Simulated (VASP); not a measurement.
BC, 4 atoms in the cell. It takes space group Ima2 (No. 46, orthorhombic). Conventional cell: a = 2.474 Å, b = 4.965 Å, c = 4.854 Å, α = 90.00°, β = 90.00°, γ = 90.00°. Within 2.1 Å of B (site symmetry m) lie 2 C at 1.57 to 1.86 Å and 2 B at 1.75 Å. C (site symmetry m) has 2 C at 1.48 Å and 2 B at 1.57 to 1.86 Å within 2.0 Å. 

| Property | Result |
| --- | --- |
| Program | VASP 6.6.1 |
| Task | single point |
| Functional | PBE |
| Potentials or basis | VASP PAW PBE potentials, release 64 (B, C) |
| Cutoff | 520 eV |
| k mesh | 20 × 20 × 20 |
| Occupations | gaussian, width 0.1 eV |
| Spin | no spin polarisation |
| Dipole correction | no |
| k mesh for the DOS | 30 × 30 × 30 |
| Occupations for the DOS | tetrahedron |
| Further INCAR settings | ALGO = Normal; EDIFF = 1e-07 |

Potentials or basis: VASP PAW PBE potentials, release 64 (B, C).

Run with:

```sh
$ cat potpaw_PBE.64/B/POTCAR potpaw_PBE.64/C/POTCAR > POTCAR
$ cp INCAR.step1 INCAR
$ cp KPOINTS.step1 KPOINTS
$ mpirun -np 1 vasp_std > vasp.out
$ cp INCAR.step2 INCAR
$ cp KPOINTS.step2 KPOINTS
$ mpirun -np 1 vasp_std > vasp.out
```

Hardware: 1 thread of Intel(R) Xeon(R) 6975P-C (Granite Rapids) (shared host).

Q: Estimate the wall time of this run.

A: It took 9.5 min on 1 thread of Intel(R) Xeon(R) 6975P-C (Granite Rapids), with other jobs on the host, peak memory 1.3 GiB. Counts: k points 3736.
